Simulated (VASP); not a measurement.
A run of VASP 6.6.1 is set up as follows.

File INCAR:

```
  PREC = Accurate
  ENCUT = 520
  EDIFF = 1E-6
  ISMEAR = 1
  SIGMA = 0.05
  LREAL = F
  LASPH = T
  NELM = 150
  ALGO = Fast
  ISIF = 2
  LWAVE = F
  LCHARG = F
  ISPIN = 2
  MAGMOM = 0.5
  LORBIT = 11
  GGA = PS
  IVDW = 13
  NBANDS = 14
```

The input KPOINTS:

```
regular mesh
0
Gamma
  7 7 7
```

File POSCAR:

```
K
1.0
   -2.5135196850      2.6259638338      2.6462307119
    2.5136101590     -2.6240924458      2.6442186070
    2.5230723554      2.6347883282     -2.6441614277
K
1
Direct
   -0.0120970000      0.0250710000     -0.0185170000
```

Potentials or basis: VASP PAW PBE potentials, release 64 (K_sv).

Command:

```sh
$ cat potpaw_PBE.64/K_sv/POTCAR > POTCAR
$ mpirun -np 1 vasp_std > vasp.out
```

Question: Estimate the pressure.

Answer: 0.0 GPa.

Question: Predict the net moment.

Answer: 0.00 μB per cell.

Caveat: the PAW data sets were made with another functional, which shifts forces and pressure a little.
